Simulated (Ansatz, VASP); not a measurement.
**One calculation of Bi, two programs**

```
CELL_PARAMETERS angstrom
4.35100 0.00000 0.00000
-2.17550 3.76808 0.00000
0.00000 0.00000 28.00000
ATOMIC_POSITIONS crystal
Bi 0.33333 0.66667 0.51313
Bi 0.66667 0.33333 0.48688
```

Alike in both runs: task single point; functional LDA; k mesh 9 × 9 × 1; occupations gaussian, width 0.02 eV; no spin polarisation.

```csv
,VASP,Ansatz
version,VASP 6.6.1,Ansatz 0.2.0
potentials or method,"VASP PAW LDA potentials, release 64 (Bi_d), cutoff 520 eV","scalar-relativistic, plane waves, PAW"
valence electrons in the cell,30,30
```

Ansatz gave:

```
gap on the k mesh at the Fermi level (eV) : none
rms of the force components (eV/Å)        : 2.101
```

Q: Which values does VASP return?

A: gap on the k mesh at the Fermi level (eV): none; rms of the force components (eV/Å): 2.110.

LDA's correlation is that of Perdew and Zunger in VASP and of Perdew and Wang (1992) in Ansatz. Atom by atom the forces differ by 0.010 eV/Å (rms over components). A gap of «none» marks a metal or a gap that the smearing closes. Ansatz's warnings: xc potential rough in thin density.

Neither program's run includes spin-orbit coupling.
